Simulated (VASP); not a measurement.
# CdS (x) (P6_3mc) in VASP: further runs

The runs below take CdS (x) through single point, with PBEsol.

Everything below comes from runs of VASP 6.6.1. Logs are shortened: lines on timing, memory, paths and dates and some standing lists are left out, and cuts for length are marked.

**1. The cell of the first run**

It takes space group P6_3mc (No. 186, hexagonal). Conventional cell: a = 4.137 Å, b = 4.137 Å, c = 6.716 Å, α = 90.00°, β = 90.00°, γ = 120.00°. Cd (site symmetry 3m) has 4 S at 2.53 Å within 3.3 Å. S (site symmetry 3m) has 4 Cd at 2.53 Å within 3.3 Å.

**2. Single point, PBEsol**

INCAR reads:

```
  PREC = Accurate
  ENCUT = 500
  EDIFF = 1E-6
  ISMEAR = 0
  SIGMA = 0.01
  LREAL = F
  LASPH = T
  NELM = 120
  ALGO = Normal
  ISIF = 2
  LWAVE = F
  LCHARG = T
  GGA = PS
  LELF = T
  LVHAR = T
  NBANDS = 26
  GGA_COMPAT = F
```

KPOINTS reads:

```
Automatic mesh
0
Gamma
  6 6 4
```

POSCAR reads:

```
CdS
1.0
    4.1370000000      0.0000000000      0.0000000000
   -2.0685000000      3.5827470955      0.0000000000
    0.0000000000      0.0000000000      6.7160000000
Cd S
2 2
Direct
    0.3333333333      0.6666666667     -0.0000235313
    0.6666666667      0.3333333333      0.4999764687
    0.3333333333      0.6666666667      0.3770235313
    0.6666666667      0.3333333333      0.8770235313
```

Potentials or basis: VASP PAW PBE potentials, release 64 (Cd, S).

Command:

```sh
cat potpaw_PBE.64/Cd/POTCAR potpaw_PBE.64/S/POTCAR > POTCAR
mpirun -np 1 vasp_std > vasp.out
```

OUTCAR:

```text
PREC = Accurate
   ENCUT = 500
   EDIFF = 1E-6
   ISMEAR = 0
   LREAL = F
   LASPH = T
   NELM = 120
   ISIF = 2
   GGA = PS

 ion  position               nearest neighbor table
   1  0.333  0.667  1.000-   4 2.53   4 2.53   4 2.53   3 2.53
   2  0.667  0.333  0.500-   3 2.53   3 2.53   3 2.53   4 2.53
   3  0.333  0.667  0.377-   2 2.53   2 2.53   2 2.53   1 2.53
   4  0.667  0.333  0.877-   1 2.53   1 2.53   1 2.53   2 2.53

  LATTYP: Found a hexagonal cell.
 ALAT       =     4.1370000000
 C/A-ratio  =     1.6233985980

  Lattice vectors:

 A1 = (   4.1370000000,   0.0000000000,   0.0000000000)
 A2 = (  -2.0685000000,   3.5827470955,   0.0000000000)
 A3 = (   0.0000000000,   0.0000000000,   6.7160000000)

Analysis of symmetry for initial positions (statically):
=====================================================================
 Subroutine PRICEL returns:
 Original cell was already a primitive cell.

 Routine SETGRP: Setting up the symmetry group for a
 hexagonal supercell.

 Subroutine GETGRP returns: Found 12 space group operations
 (whereof  6 operations were pure point group operations)
 out of a pool of 24 trial point group operations.

The static configuration has the point symmetry C_3v.
 The point group associated with its full space group is C_6v.

Analysis of symmetry for dynamics (positions and initial velocities):
=====================================================================
 Subroutine PRICEL returns:
 Original cell was already a primitive cell.

 Routine SETGRP: Setting up the symmetry group for a
 hexagonal supercell.

 Subroutine GETGRP returns: Found 12 space group operations
 (whereof  6 operations were pure point group operations)
 out of a pool of 24 trial point group operations.

The dynamic configuration has the point symmetry C_3v.
 The point group associated with its full space group is C_6v.

 Subroutine INISYM returns: Found 12 space group operations
 (whereof  6 operations are pure point group operations),
 and found     1 'primitive' translations

----------------------------------------------------------------------------------------

                                     Primitive cell

  volume of cell :      99.5434

  direct lattice vectors                    reciprocal lattice vectors
     4.137000000  0.000000000  0.000000000     0.241721054  0.139557716  0.000000000
    -2.068500000  3.582747095  0.000000000     0.000000000  0.279115431  0.000000000
     0.000000000  0.000000000  6.716000000     0.000000000  0.000000000  0.148898154

  length of vectors
     4.137000000  4.137000000  6.716000000     0.279115431  0.279115431  0.148898154

  position of ions in fractional coordinates (direct lattice)
     0.333333333  0.666666667  0.999976469
     0.666666667  0.333333333  0.499976469
     0.333333333  0.666666667  0.377023531
     0.666666667  0.333333333  0.877023531

  ion indices of the primitive-cell ions
   primitive index   ion index
                 1           1
                 2           2
                 3           3
                 4           4

----------------------------------------------------------------------------------------

 KPOINTS: Automatic mesh

Automatic generation of k-mesh.
 Grid dimensions read from file:
 generate k-points for:    6    6    4

 Generating k-lattice:

  Cartesian coordinates                     Fractional coordinates (reciprocal lattice)
     0.040286842  0.023259619  0.000000000     0.166666667  0.000000000  0.000000000
     0.000000000  0.046519239  0.000000000     0.000000000  0.166666667  0.000000000
     0.000000000  0.000000000  0.037224538     0.000000000  0.000000000  0.250000000

  Length of vectors
     0.046519239  0.046519239  0.037224538

  Shift w.r.t. Gamma in fractional coordinates (k-lattice)
     0.000000000  0.000000000  0.000000000

 Subroutine IBZKPT returns following result:
 ===========================================

 Found     21 irreducible k-points:

 Following reciprocal coordinates:
            Coordinates               Weight
  0.000000  0.000000  0.000000      1.000000
  0.166667  0.000000  0.000000      6.000000
  0.333333  0.000000  0.000000      6.000000
  0.500000  0.000000  0.000000      3.000000
  0.166667  0.166667  0.000000      6.000000
  0.333333  0.166667  0.000000     12.000000
[... 13 lines left out ...]
  0.333333  0.166667  0.500000     12.000000
  0.333333  0.333333  0.500000      2.000000
   k-points           NKPTS =     21   k-points in BZ     NKDIM =     21   number of bands    NBANDS=     26
   number of dos      NEDOS =    301   number of ions     NIONS =      4
   total plane-waves  NPLWV =  45000
   dimension x,y,z NGX =    30 NGY =   30 NGZ =   50
   dimension x,y,z NGXF=    60 NGYF=   60 NGZF=  100
   ions per type =               2   2
   NGX,Y,Z   is equivalent  to a cutoff of  12.06, 12.06, 12.38 a.u.
   NGXF,Y,Z  is equivalent  to a cutoff of  24.11, 24.11, 24.75 a.u.
 SYSTEM =  unknown system
   PREC   = accura    normal or accurate (medium, high low for compatibility)
   ISTART =      0    job   : 0-new  1-cont  2-samecut
   ICHARG =      2    charge: 1-file 2-atom 10-const
   ISPIN  =      1    spin polarized calculation?
   LNONCOLLINEAR =      F non collinear calculations
   LSORBIT =      F    spin-orbit coupling
   LASPH  =      T    aspherical Exc in radial PAW
   ENCUT  =  500.0 eV  36.75 Ry    6.06 a.u.   7.54  7.54 12.24*2*pi/ulx,y,z
   NELM   =    120;   NELMIN=  2; NELMDL= -5     # of ELM steps
   EDIFF  = 0.1E-05   stopping-criterion for ELM
   LREAL  =      F    real-space projection
   EDIFFG = 0.1E-04   stopping-criterion for IOM
   NSW    =      0    number of steps for IOM
   IBRION =     -1    ionic relax: 0-MD 1-quasi-New 2-CG
   NFREE  =      0    steps in history (QN), initial steepest desc. (CG)
   ISIF   =      2    stress and relaxation
   ISYM   =      2    0-nonsym 1-usesym 2-fastsym
   POTIM  = 0.5000    time-step for ionic-motion
   TEBEG  =    0.0;   TEEND  =   0.0 temperature during run
   PSTRESS=    0.0 pullay stress
   NELECT =      36.0000    total number of electrons
   NUPDOWN=      -1.0000    fix difference up-down
   EMIN   =  10.00;   EMAX   =-10.00  energy-range for DOS
   EFERMI =   0.00;   METHOD = LEGACY
   ISMEAR =     0;   SIGMA  =   0.01  broadening in eV -4-tet -1-fermi 0-gaus
   EFERMI_NEDOS =   21; number of points for ismear=-14 and -15
   IALGO  =     38    algorithm
   IMIX   =      4    mixing-type and parameters
     AMIX     =   0.40;   BMIX     =  1.00
     AMIX_MAG =   1.60;   BMIX_MAG =  1.00
  volume/ion in A,a.u.               =      24.89       167.94
  Fermi-wavevector in a.u.,A,eV,Ry     =   1.166375  2.204129 18.509783  1.360431
  Thomas-Fermi vector in A             =   2.302889
   LORBIT       =      0    0 simple, 1 ext, 2 COOP (PROOUT), +10 PAW based schemes
   GGA     = PS    functional components
   LHFCALC =     F    Hartree Fock is set to
   AEXX    =    0.0000 exact exchange contribution
   IVDW    =     0    specifies the selected vdW correction
   LEPSILON=     F    determine dielectric tensor
   LRPA    =     F    only Hartree local field effects (RPA)
 non-spin polarized calculation
 Gauss-broadening in eV      SIGMA  =   0.01
  energy-cutoff  :      500.00
  volume of cell :       99.54
 maximum number of plane-waves:      2559
   NGX = 15   NGY = 15   NGZ = 25

 number of electron      35.9999983 magnetization

 Free energy of the ion-electron system (eV)
  ---------------------------------------------------
  ext. energy  EPLUGINS =         0.00000000
  ---------------------------------------------------
  free energy    TOTEN  =       -13.63081628 eV

  energy without entropy =      -13.63081628  energy(sigma->0) =      -13.63081628

 E-fermi :   1.2617     XC(G=0):  -9.3550

 val. band max:        1.1819321978   @ k =   0.0000   0.0000   0.0000
 cond. band min:       2.2658883222   @ k =   0.0000   0.0000   0.0000
 fundamental gap:      1.0839561244
 Fermi energy:         1.2616503418

 k-point     1 :       0.0000    0.0000    0.0000
  band No.  band energies     occupation
      1     -11.1841      2.00000
      2     -10.7402      2.00000
      3      -6.5121      2.00000
      4      -6.5066      2.00000
      5      -6.5066      2.00000
      6      -6.4220      2.00000
[... 18 lines left out ...]
     25       8.6755      0.00000
     26       8.7699      0.00000

 k-point     2 :       0.1667    0.0000    0.0000
  band No.  band energies     occupation
      1     -11.0871      2.00000
      2     -10.6986      2.00000
      3      -6.4817      2.00000
      4      -6.4684      2.00000
      5      -6.4350      2.00000
      6      -6.3740      2.00000
[... 18 lines left out ...]
     25       8.6124      0.00000
     26       9.2570      0.00000

 k-point     3 :       0.3333    0.0000    0.0000
  band No.  band energies     occupation
      1     -10.8770      2.00000
      2     -10.6293      2.00000
      3      -6.4275      2.00000
      4      -6.4100      2.00000
      5      -6.2870      2.00000
      6      -6.2563      2.00000
[... 18 lines left out ...]
     25       9.3883      0.00000
     26       9.9403      0.00000

 k-point     4 :       0.5000    0.0000    0.0000
  band No.  band energies     occupation
      1     -10.7526      2.00000
      2     -10.6136      2.00000
      3      -6.4125      2.00000
      4      -6.3922      2.00000
      5      -6.2047      2.00000
      6      -6.2037      2.00000
[... 18 lines left out ...]
     25       9.4684      0.00000
     26      11.2037      0.00000

 k-point     5 :       0.1667    0.1667    0.0000
  band No.  band energies     occupation
      1     -10.9327      2.00000
      2     -10.6442      2.00000
      3      -6.4343      2.00000
      4      -6.4224      2.00000
      5      -6.3113      2.00000
      6      -6.3110      2.00000
[... 18 lines left out ...]
     25       9.2163      0.00000
     26       9.7315      0.00000

 k-point     6 :       0.3333    0.1667    0.0000
  band No.  band energies     occupation
      1     -10.7542      2.00000
      2     -10.6141      2.00000
      3      -6.4254      2.00000
      4      -6.3632      2.00000
      5      -6.2278      2.00000
      6      -6.2142      2.00000
[... 340 lines left out ...]
 k-point    18 :       0.5000    0.0000    0.5000
  band No.  band energies     occupation
      1     -10.6720      2.00000
      2     -10.6720      2.00000
      3      -6.3820      2.00000
      4      -6.3820      2.00000
      5      -6.2936      2.00000
      6      -6.2936      2.00000
[... 18 lines left out ...]
     25       9.5233      0.00000
     26       9.5233      0.00000

 k-point    19 :       0.1667    0.1667    0.5000
  band No.  band energies     occupation
      1     -10.7794      2.00000
      2     -10.7794      2.00000
      3      -6.3814      2.00000
      4      -6.3814      2.00000
      5      -6.3544      2.00000
      6      -6.3544      2.00000
[... 18 lines left out ...]
     25       9.0868      0.00000
     26       9.0868      0.00000

 k-point    20 :       0.3333    0.1667    0.5000
  band No.  band energies     occupation
      1     -10.6730      2.00000
      2     -10.6730      2.00000
      3      -6.3549      2.00000
      4      -6.3549      2.00000
      5      -6.3034      2.00000
      6      -6.3034      2.00000
[... 18 lines left out ...]
     25       9.5537      0.00000
     26       9.5537      0.00000

 k-point    21 :       0.3333    0.3333    0.5000
  band No.  band energies     occupation
      1     -10.6388      2.00000
      2     -10.6388      2.00000
      3      -6.3225      2.00000
      4      -6.3225      2.00000
      5      -6.3037      2.00000
      6      -6.3037      2.00000
[... 18 lines left out ...]
     25      10.4005      0.00000
     26      10.4005      0.00000

------------------------ aborting loop because EDIFF is reached ----------------------------------------

  FORCE on cell =-STRESS in cart. coord.  units (eV):
  Direction    XX          YY          ZZ          XY          YZ          ZX
  --------------------------------------------------------------------------------------
  -------------------------------------------------------------------------------------
  Total       -0.0535712     -0.0535712      0.0067886      0.0000000      0.0000000      0.0000000
  in kB       -0.8622421     -0.8622421      0.1092642      0.0000000      0.0000000      0.0000000
  external PRESSURE =      -0.5384066 kB  Pullay stress =       0.0000000 kB

 VOLUME and BASIS-vectors are now :
 -----------------------------------------------------------------------------
  energy-cutoff  :      500.00
  volume of cell :       99.54
      direct lattice vectors                 reciprocal lattice vectors
     4.137000000  0.000000000  0.000000000     0.241721054  0.139557716  0.000000000
    -2.068500000  3.582747095  0.000000000     0.000000000  0.279115431  0.000000000
     0.000000000  0.000000000  6.716000000     0.000000000  0.000000000  0.148898154

 POSITION                                       TOTAL-FORCE (eV/Angst)
 -----------------------------------------------------------------------------------
     -0.00000      2.38850      6.71584         0.000000     -0.000000      0.000716
      2.06850      1.19425      3.35784        -0.000000      0.000000      0.000716
     -0.00000      2.38850      2.53209        -0.000000     -0.000000     -0.000716
      2.06850      1.19425      5.89009         0.000000      0.000000     -0.000716
 -----------------------------------------------------------------------------------
    total drift:                               -0.000000      0.000000      0.000101

  FREE ENERGIE OF THE ION-ELECTRON SYSTEM (eV)
  ---------------------------------------------------
  free  energy   TOTEN  =       -13.6308162840 eV

  energy  without entropy=      -13.6308162840  energy(sigma->0) =      -13.63081628
```

Run time: 59 s. Hardware: 1 thread of Intel Xeon Platinum 8375C at 2.90GHz (Ice Lake), shared host; peak memory 0.21 GiB.

Results:

```yaml
Free_energy: -13.6308 eV
Pressure: -0.1 GPa
Band_gap_on_the_k_mesh: 1.08 eV, direct
```

Stress tensor (GPa, compression positive):
```
-0.09  0.00  0.00
 0.00 -0.09  0.00
 0.00  0.00  0.01
```

Levels at points of the mesh, in eV from the valence-band top:
| k point | band 14 | band 15 | band 16 | band 17 | band 18 | band 19 | band 20 | band 21 | band 22 | band 23 |
| --- | --- | --- | --- | --- | --- | --- | --- | --- | --- | --- |
| (0.00, 0.00, 0.00) | -0.77 | -0.77 | -0.04 | 0.00 | 0.00 | 1.08 | 2.66 | 6.37 | 6.37 | 6.70 |
| (0.50, 0.00, 0.00) | -3.58 | -2.69 | -1.91 | -1.32 | -0.77 | 3.63 | 3.75 | 4.99 | 6.33 | 6.94 |
| (0.00, 0.00, 0.50) | -2.51 | -0.40 | -0.40 | -0.40 | -0.40 | 2.74 | 2.74 | 6.07 | 6.07 | 6.72 |
| (0.50, 0.00, 0.50) | -4.20 | -1.37 | -1.37 | -1.34 | -1.34 | 3.36 | 3.36 | 5.27 | 5.27 | 7.78 |

Caveat: the PAW data sets were made with another functional, which shifts forces and pressure a little. A hybrid or GW would open this gap; PBEsol tends to underestimate it.

**3. Single point, PBEsol**

INCAR reads:

```
SYSTEM = CdS
PREC = Accurate
ENCUT = 500
EDIFF = 1E-6
ISMEAR = 0
SIGMA = 0.01
LREAL = .FALSE.
LASPH = .TRUE.
NELM = 120
ALGO = Normal
ISIF = 2
LWAVE = .FALSE.
LCHARG = .TRUE.
GGA = PS
LELF = .TRUE.
LVHAR = .TRUE.
NBANDS = 26
GGA_COMPAT = .FALSE.
```

KPOINTS reads:

```
Automatic mesh
0
G
  6 6 4
  0 0 0
```

POSCAR is that of step 2.

Potentials or basis: VASP PAW PBE potentials, release 64 (Cd, S).

Command:

```sh
cat potpaw_PBE.64/Cd/POTCAR potpaw_PBE.64/S/POTCAR > POTCAR
mpirun -np 1 vasp_std > vasp.out
```

Run time: 52 s. Hardware: 1 thread of Intel Xeon Platinum 8375C at 2.90GHz (Ice Lake), shared host; peak memory 0.21 GiB.

Results (log left out):

```yaml
Free_energy: -13.6308 eV
Pressure: -0.1 GPa
Band_gap_on_the_k_mesh: 1.08 eV, direct
```

Stress tensor (GPa, compression positive):
```
-0.09  0.00  0.00
 0.00 -0.09  0.00
 0.00  0.00  0.01
```

Levels at points of the mesh, in eV from the valence-band top:
```
           k point  band 15  band 16  band 17  band 18  band 19  band 20  band 21  band 22
(0.00, 0.00, 0.00)    -0.77    -0.04     0.00     0.00     1.08     2.66     6.37     6.37
(0.50, 0.00, 0.00)    -2.69    -1.91    -1.32    -0.77     3.63     3.75     4.99     6.33
(0.00, 0.00, 0.50)    -0.40    -0.40    -0.40    -0.40     2.74     2.74     6.07     6.07
(0.50, 0.00, 0.50)    -1.37    -1.37    -1.34    -1.34     3.36     3.36     5.27     5.27
```

Caveat: the PAW data sets were made with another functional, which shifts forces and pressure a little. PBEsol gaps usually lie below the measured ones, often by a third to a half.
